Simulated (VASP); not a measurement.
InSe, 4 atoms in the cell. The cell holds a slab with vacuum, 4 atoms: a = 3.825 Å, b = 3.825 Å, c = 36.721 Å, α = 90.00°, β = 90.00°, γ = 120.00°. 

| Item | Value |
| --- | --- |
| Program | VASP 6.6.1 |
| Task | single point |
| Functional | PBE |
| Dispersion | D3(BJ) |
| Potentials or basis | VASP PAW PBE potentials, release 64 (Se, In_d) |
| Cutoff | 520 eV |
| k mesh | 9 × 9 × 1 |
| Occupations | gaussian, width 0.02 eV |
| Spin | no spin polarisation |
| Dipole correction | yes |
| Further INCAR settings | ALGO = Normal; EDIFF = 1e-06; NBANDS = 27 |

Potentials or basis: VASP PAW PBE potentials, release 64 (Se, In_d).

The run is started by

```console
$ cat potpaw_PBE.64/Se/POTCAR potpaw_PBE.64/In_d/POTCAR > POTCAR
$ mpirun -np 1 vasp_std > vasp.out
```

Hardware: 1 thread of Intel(R) Xeon(R) Platinum 8488C (Sapphire Rapids), on a shared host.

Task: Estimate the wall time of this run.

Result: It took 5.1 min on 1 thread of Intel(R) Xeon(R) Platinum 8488C (Sapphire Rapids), with other jobs on the host, peak memory 0.52 GiB. Counts: scf iterations 23, k points 12.
